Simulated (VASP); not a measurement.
# Ni3O4 (C2/m) in VASP: a series of runs

The runs below take Ni3O4 through single point, with PBEsol.

Program: VASP 6.6.1. These are calculated values, not measurements. Logs are shortened: lines on timing, memory, paths and dates and some standing lists are left out, and cuts for length are marked.

### 1 The cell of the first run

The structure is monoclinic, space group C2/m (No. 12). The conventional cell has a = 7.848 Å, b = 5.848 Å, c = 2.847 Å, α = 90.00°, β = 90.00°, γ = 90.00°. Ni (site symmetry -1) has 6 O at 1.97 to 2.09 Å within 2.6 Å. Within 2.5 Å of Ni (site symmetry 2/m) lie 6 O at 1.86 to 1.89 Å. O (site symmetry 2) has 4 Ni at 1.89 to 1.97 Å and 1 O at 2.48 Å within 2.5 Å. O (site symmetry m) has 5 Ni at 1.86 to 2.09 Å within 2.5 Å.

### 2 Single point, PBEsol (atoms displaced along a vibrational mode)

File INCAR:

```
PREC = Accurate ; ENCUT = 520
EDIFF = 1E-6 ; ISMEAR = 0
SIGMA = 0.15 ; LREAL = F
LASPH = T ; NELM = 80
ALGO = Fast ; ISIF = 2
LWAVE = F ; LCHARG = T
GGA = PS ; LELF = T
LVHAR = T ; NBANDS = 36
```

File KPOINTS:

```
regular mesh
0
Gamma
  8 8 14
```

File POSCAR:

```
Ni3O4
1.0
    2.9242323582     -3.9238236797      0.0000000000
    2.9242323582      3.9238236797      0.0000000000
    0.0000000000      0.0000000000      2.8472645958
Ni O
3 4
Direct
    0.5000000000      0.0000000000      0.5000000000
    0.0000000000      0.5000000000      0.5000000000
    0.0000000000      0.0000000000      0.0000000000
    0.7878888826      0.7878888826      0.5000000000
    0.2121111174      0.2121111174      0.5000000000
    0.2371644473      0.7628355527     -0.0228289285
    0.7628355527      0.2371644473      0.0228289285
```

Potentials or basis: VASP PAW PBE potentials, release 64 (Ni, O).

Run with:

```console
> cat potpaw_PBE.64/Ni/POTCAR potpaw_PBE.64/O/POTCAR > POTCAR
> mpirun -np 1 vasp_std > vasp.out
```

OUTCAR:

```text
PREC = Accurate
   ENCUT = 520
   EDIFF = 1E-6
   ISMEAR = 0
   LREAL = F
   LASPH = T
   NELM = 80
   ISIF = 2
   GGA = PS

 ion  position               nearest neighbor table
   1  0.500  0.000  0.500-   4 1.97   5 1.97   6 2.00   7 2.00   7 2.09   6 2.09   3 2.83   3 2.83
                             3 2.83   3 2.83   2 2.92   2 2.92
   2  0.000  0.500  0.500-   4 1.97   5 1.97   6 2.00   7 2.00   7 2.09   6 2.09   3 2.83   3 2.83
                             3 2.83   3 2.83   1 2.92   1 2.92
   3  0.000  0.000  0.000-   6 1.86   7 1.86   4 1.89   5 1.89   4 1.89   5 1.89   1 2.83   2 2.83
                             1 2.83   2 2.83   2 2.83   2 2.83   1 2.83   1 2.83
   4  0.788  0.788  0.500-   3 1.89   3 1.89   1 1.97   2 1.97
   5  0.212  0.212  0.500-   3 1.89   3 1.89   1 1.97   2 1.97
   6  0.237  0.763  0.977-   3 1.86   2 2.00   1 2.00   2 2.09   1 2.09
   7  0.763  0.237  0.023-   3 1.86   2 2.00   1 2.00   1 2.09   2 2.09

  LATTYP: Found a base centered orthorhombic cell.
 ALAT       =     5.8484647164
 B/A-ratio  =     1.3418303332
 C/A-ratio  =     0.4868396637

  Lattice vectors:

 A1 = (   2.9242323582,  -3.9238236797,   0.0000000000)
 A2 = (   2.9242323582,   3.9238236797,   0.0000000000)
 A3 = (   0.0000000000,   0.0000000000,   2.8472645958)

Analysis of symmetry for initial positions (statically):
=====================================================================
 Subroutine PRICEL returns:
 Original cell was already a primitive cell.

 Routine SETGRP: Setting up the symmetry group for a
 base centered orthorhombic supercell.

 Subroutine GETGRP returns: Found  4 space group operations
 (whereof  4 operations were pure point group operations)
 out of a pool of  8 trial point group operations.

The static configuration has the point symmetry C_2h.

Analysis of symmetry for dynamics (positions and initial velocities):
=====================================================================
 Subroutine PRICEL returns:
 Original cell was already a primitive cell.

 Routine SETGRP: Setting up the symmetry group for a
 base centered orthorhombic supercell.

 Subroutine GETGRP returns: Found  4 space group operations
 (whereof  4 operations were pure point group operations)
 out of a pool of  8 trial point group operations.

The dynamic configuration has the point symmetry C_2h.

 Subroutine INISYM returns: Found  4 space group operations
[... 109 lines left out ...]
   EDIFFG = 0.1E-04   stopping-criterion for IOM
   NSW    =      0    number of steps for IOM
   IBRION =     -1    ionic relax: 0-MD 1-quasi-New 2-CG
   NFREE  =      0    steps in history (QN), initial steepest desc. (CG)
   ISIF   =      2    stress and relaxation
   ISYM   =      2    0-nonsym 1-usesym 2-fastsym
   POTIM  = 0.5000    time-step for ionic-motion
   TEBEG  =    0.0;   TEEND  =   0.0 temperature during run
   PSTRESS=    0.0 pullay stress
   NELECT =      54.0000    total number of electrons
   NUPDOWN=      -1.0000    fix difference up-down
   EMIN   =  10.00;   EMAX   =-10.00  energy-range for DOS
   EFERMI =   0.00;   METHOD = LEGACY
   ISMEAR =     0;   SIGMA  =   0.15  broadening in eV -4-tet -1-fermi 0-gaus
   EFERMI_NEDOS =   21; number of points for ismear=-14 and -15
   IALGO  =     68    algorithm
   IMIX   =      4    mixing-type and parameters
     AMIX     =   0.40;   BMIX     =  1.00
     AMIX_MAG =   1.60;   BMIX_MAG =  1.00
  volume/ion in A,a.u.               =       9.33        62.99
  Fermi-wavevector in a.u.,A,eV,Ry     =   1.536313  2.903210 32.113252  2.360257
  Thomas-Fermi vector in A             =   2.642979
   LORBIT       =      0    0 simple, 1 ext, 2 COOP (PROOUT), +10 PAW based schemes
   GGA     = PS    functional components
   LHFCALC =     F    Hartree Fock is set to
   AEXX    =    0.0000 exact exchange contribution
   IVDW    =     0    specifies the selected vdW correction
   LEPSILON=     F    determine dielectric tensor
   LRPA    =     F    only Hartree local field effects (RPA)
 non-spin polarized calculation
 RMM-DIIS sequential band-by-band and
 Gauss-broadening in eV      SIGMA  =   0.15
  energy-cutoff  :      520.00
  volume of cell :       65.34
 maximum number of plane-waves:      1781
   NGX = 19   NGY = 19   NGZ = 11

 number of electron      54.0000039 magnetization

 Free energy of the ion-electron system (eV)
  ---------------------------------------------------
  ext. energy  EPLUGINS =         0.00000000
  ---------------------------------------------------
  free energy    TOTEN  =       -44.25950205 eV

  energy without entropy =      -44.20716855  energy(sigma->0) =      -44.23333530

 E-fermi :   6.4424     XC(G=0): -12.2435

 val. band max:        6.4422338656   @ k =  -0.3750   0.1250   0.4286
 cond. band min:       6.4447867967   @ k =  -0.2500  -0.1250   0.1429
 fundamental gap:      0.0025529311
 Fermi energy:         6.4423828086

 k-point     1 :       0.0000    0.0000    0.0000
  band No.  band energies     occupation
      1     -14.4833      2.00000
      2     -12.7368      2.00000
      3     -12.5495      2.00000
      4     -12.4097      2.00000
      5      -2.2146      2.00000
      6      -1.3421      2.00000
[... 925 lines left out ...]
     35      15.9771      0.00000
     36      17.5168      0.00000

 [... further k-points ...]

------------------------ aborting loop because EDIFF is reached ----------------------------------------

  FORCE on cell =-STRESS in cart. coord.  units (eV):
  Direction    XX          YY          ZZ          XY          YZ          ZX
  --------------------------------------------------------------------------------------
  -------------------------------------------------------------------------------------
  Total        0.1760057      0.0746687      0.3065724      0.0000000     -0.5029958      0.0000000
  in kB        4.3157681      1.8309233      7.5173451      0.0000000    -12.3337674      0.0000000
  external PRESSURE =       4.5546788 kB  Pullay stress =       0.0000000 kB

 VOLUME and BASIS-vectors are now :
 -----------------------------------------------------------------------------
  energy-cutoff  :      520.00
  volume of cell :       65.34
      direct lattice vectors                 reciprocal lattice vectors
     2.924232358 -3.923823680  0.000000000     0.170985045 -0.127426725  0.000000000
     2.924232358  3.923823680  0.000000000     0.170985045  0.127426725  0.000000000
     0.000000000  0.000000000  2.847264596     0.000000000  0.000000000  0.351214285

 POSITION                                       TOTAL-FORCE (eV/Angst)
 -----------------------------------------------------------------------------------
      1.46212     -1.96191      1.42363        -0.000000      0.000000      0.000000
      1.46212      1.96191      1.42363        -0.000000      0.000000      0.000000
      0.00000      0.00000      0.00000         0.000000      0.000000      0.000000
      4.60794      0.00000      1.42363        -0.055249      0.000000      0.000000
      1.24052      0.00000      1.42363         0.055249      0.000000      0.000000
      2.92423      2.06264      2.78226         0.000000     -0.057887      0.004191
      2.92423     -2.06264      0.06500         0.000000      0.057887     -0.004191
 -----------------------------------------------------------------------------------
    total drift:                                0.000000     -0.000000      0.000000

  FREE ENERGIE OF THE ION-ELECTRON SYSTEM (eV)
  ---------------------------------------------------
  free  energy   TOTEN  =       -44.2595020533 eV

  energy  without entropy=      -44.2071685477  energy(sigma->0) =      -44.23333530
```

It took 12 min on 1 thread of Oxide Virtual Turin-like, shared host; peak memory 0.5 GiB.

What came out:

```yaml
Free_energy: -44.2595 eV
Pressure: 0.5 GPa
Largest_force: 0.058 eV/Å
Band_gap_on_the_k_mesh: zero (bands 27 and 28 overlap by 0.37 eV)
```

Forces in eV/Å, atoms in the order of the input:
```
Ni   0.000  0.000  0.000
Ni   0.000  0.000  0.000
Ni   0.000  0.000  0.000
O   -0.055  0.000  0.000
O    0.055  0.000  0.000
O    0.000 -0.058  0.004
O    0.000  0.058 -0.004
```

Levels at points of the mesh, in eV from the Fermi level:
| k point | band 24 | band 25 | band 26 | band 27 | band 28 | band 29 | band 30 | band 31 |
| --- | --- | --- | --- | --- | --- | --- | --- | --- |
| (0.00, 0.00, 0.00) | -1.37 | -1.09 | -0.99 | -0.74 | 0.73 | 1.03 | 1.37 | 1.72 |
| (0.50, 0.00, 0.00) | -1.04 | -0.96 | -0.01 | 0.15 | 0.20 | 0.21 | 0.76 | 0.88 |
| (0.50, 0.50, 0.00) | -1.00 | -0.97 | -0.76 | -0.32 | -0.11 | -0.10 | 0.71 | 1.30 |
| (0.00, 0.00, 0.50) | -0.99 | -0.85 | -0.56 | -0.23 | 0.08 | 0.18 | 0.31 | 1.40 |
| (0.50, 0.00, 0.50) | -0.83 | -0.81 | 0.07 | 0.14 | 0.18 | 0.24 | 0.55 | 0.62 |
| (0.50, 0.50, 0.50) | -1.01 | -0.84 | -0.82 | -0.69 | 0.65 | 0.78 | 1.47 | 1.70 |

Caveat: the cell differs from its parent crystal (atoms displaced along a vibrational mode); the PAW data sets were made with another functional, which shifts forces and pressure a little; the run has no spin polarisation, though such a crystal can be magnetic; semilocal functionals often make such compounds metallic where correlation or magnetic order opens a gap, which also shifts bond lengths. Spin polarisation is off, so any magnetic state and its effect on volume and gap are missing.

### 3 Single point, PBEsol (atoms displaced along a vibrational mode)

File INCAR:

```
SYSTEM = Ni3O4
PREC     = Accurate       ! precision mode
ENCUT    = 520            ! plane-wave cutoff, eV
EDIFF    = 1E-6           ! SCF threshold, eV
ISMEAR   = 0              ! smearing method
SIGMA    = 0.15           ! smearing width, eV
LREAL    = .FALSE.        ! projectors in reciprocal space
LASPH    = .TRUE.         ! aspherical terms in the spheres
NELM     = 60             ! most SCF steps
ALGO     = Fast           ! electronic algorithm
ISIF     = 2              ! what is computed and relaxed
LWAVE    = .FALSE.        ! write WAVECAR
LCHARG   = .FALSE.        ! write CHGCAR
GGA      = PS             ! functional
NBANDS   = 36             ! bands
```

File KPOINTS:

```
Automatic mesh
0
G
  8 8 14
  0 0 0
```

POSCAR, as its differences from that of step 2:

```diff
@@ -13,3 +13,3 @@
     0.2121111174      0.2121111174      0.5000000000
-    0.2371644473      0.7628355527     -0.0228289285
-    0.7628355527      0.2371644473      0.0228289285
+    0.2371644473      0.7628355527     -0.0342433928
+    0.7628355527      0.2371644473      0.0342433928
```

Potentials or basis: VASP PAW PBE potentials, release 64 (Ni, O).

Run with:

```console
> cat potpaw_PBE.64/Ni/POTCAR potpaw_PBE.64/O/POTCAR > POTCAR
> mpirun -np 1 vasp_std > vasp.out
```

It took 22 min on 1 thread of Oxide Virtual Turin-like, shared host; peak memory 0.49 GiB.

It converged, with:

```yaml
Free_energy: -44.2587 eV
Pressure: 0.6 GPa
Largest_force: 0.064 eV/Å
Band_gap_on_the_k_mesh: zero (bands 27 and 28 overlap by 0.37 eV)
```

Forces on the atoms (eV/Å):
```
Ni   0.000  0.000  0.000
Ni   0.000  0.000  0.000
Ni   0.000  0.000  0.000
O   -0.059  0.000  0.000
O    0.059  0.000  0.000
O    0.000 -0.060  0.021
O    0.000  0.060 -0.021
```

Stress tensor (GPa, compression positive):
```
 0.77  0.00  0.00
 0.00 -0.03 -1.84
 0.00 -1.84  1.21
```

Levels at points of the mesh, in eV from the Fermi level:
```
           k point  band 25  band 26  band 27  band 28  band 29  band 30
(0.00, 0.00, 0.00)    -1.09    -0.97    -0.74     0.73     1.04     1.35
(0.50, 0.00, 0.00)    -0.95    -0.06     0.13     0.20     0.27     0.78
(0.50, 0.50, 0.00)    -0.95    -0.75    -0.32    -0.11    -0.11     0.71
(0.00, 0.00, 0.50)    -0.86    -0.55    -0.23     0.08     0.18     0.31
(0.50, 0.00, 0.50)    -0.80     0.05     0.15     0.21     0.25     0.53
(0.50, 0.50, 0.50)    -0.84    -0.81    -0.67     0.65     0.78     1.47
```

Caveat: the cell differs from its parent crystal (atoms displaced along a vibrational mode); the PAW data sets were made with another functional, which shifts forces and pressure a little; the run has no spin polarisation, though such a crystal can be magnetic; semilocal functionals often make such compounds metallic where correlation or magnetic order opens a gap, which also shifts bond lengths.

### 4 Single point, PBEsol (atoms displaced along a vibrational mode)

File INCAR:

```
SYSTEM = Ni3O4
PREC = Accurate
ENCUT = 520
EDIFF = 1E-6
ISMEAR = 0
SIGMA = 0.15
LREAL = .False.
LASPH = .True.
NELM = 80
ALGO = Fast
ISIF = 2
LWAVE = .False.
LCHARG = .False.
GGA = PS
NBANDS = 36
```

File KPOINTS:

```
Automatic mesh
0
Gamma
  8 8 14
  0 0 0
```

POSCAR, as its differences from that of step 3:

```diff
@@ -13,3 +13,3 @@
     0.2121111174      0.2121111174      0.5000000000
-    0.2371644473      0.7628355527     -0.0342433928
-    0.7628355527      0.2371644473      0.0342433928
+    0.2371644473      0.7628355527     -0.0114144643
+    0.7628355527      0.2371644473      0.0114144643
```

Run with:

```console
> cat potpaw_PBE.64/Ni/POTCAR potpaw_PBE.64/O/POTCAR > POTCAR
> mpirun -np 1 vasp_std > vasp.out
```

It took 24 min on 1 thread of Oxide Virtual Turin-like, shared host; peak memory 0.49 GiB.

Results (log left out):

* Free energy: -44.2595 eV
* Pressure: 0.7 GPa
* Largest force: 0.054 eV/Å
* Band gap on the k mesh: zero (bands 27 and 28 overlap by 0.34 eV)

Forces in eV/Å, atoms in the order of the input:
```
Ni   0.000  0.000  0.000
Ni   0.000  0.000  0.000
Ni   0.000  0.000  0.000
O   -0.051  0.000  0.000
O    0.051  0.000  0.000
O    0.000 -0.054 -0.001
O    0.000  0.054  0.001
```

Stress tensor (GPa, compression positive):
```
 0.56  0.00  0.00
 0.00  0.69 -0.62
 0.00 -0.62  0.82
```

Levels at points of the mesh, in eV from the Fermi level:
```tsv
k point	band 25	band 26	band 27	band 28	band 29	band 30
(0.00, 0.00, 0.00)	-1.10	-1.01	-0.75	0.73	1.04	1.38
(0.50, 0.00, 0.00)	-0.96	0.04	0.15	0.17	0.19	0.74
(0.50, 0.50, 0.00)	-0.98	-0.76	-0.32	-0.12	-0.10	0.71
(0.00, 0.00, 0.50)	-0.85	-0.57	-0.24	0.08	0.19	0.31
(0.50, 0.00, 0.50)	-0.81	0.08	0.14	0.15	0.24	0.56
(0.50, 0.50, 0.50)	-0.84	-0.84	-0.69	0.65	0.78	1.47
```

Caveat: the cell differs from its parent crystal (atoms displaced along a vibrational mode); the PAW data sets were made with another functional, which shifts forces and pressure a little; the run has no spin polarisation, though such a crystal can be magnetic; semilocal functionals often make such compounds metallic where correlation or magnetic order opens a gap, which also shifts bond lengths. Spin polarisation is off, so any magnetic state and its effect on volume and gap are missing.

### 5 Overview

| cell | gap on the mesh (eV) | pressure (GPa) | largest force (eV/Å) |
| --- | --- | --- | --- |
| as given, atomic positions A | none | 0.5 | 0.06 |
| as given, atomic positions B | none | 0.6 | 0.06 |
| as given, atomic positions C | none | 0.7 | 0.05 |

Alike in all rows: task single point; level PBEsol; potentials or basis VASP PAW PBE potentials, release 64 (Ni, O); no spin polarisation; k mesh 8 × 8 × 14; cutoff (eV) 520; smearing gaussian 0.15 eV.

Caveats: the PAW data sets were made with another functional, which shifts forces and pressure a little; the run has no spin polarisation, though such a crystal can be magnetic; semilocal functionals often make such compounds metallic where correlation or magnetic order opens a gap, which also shifts bond lengths.

Absolute energies hang on the potentials; compare differences alone.
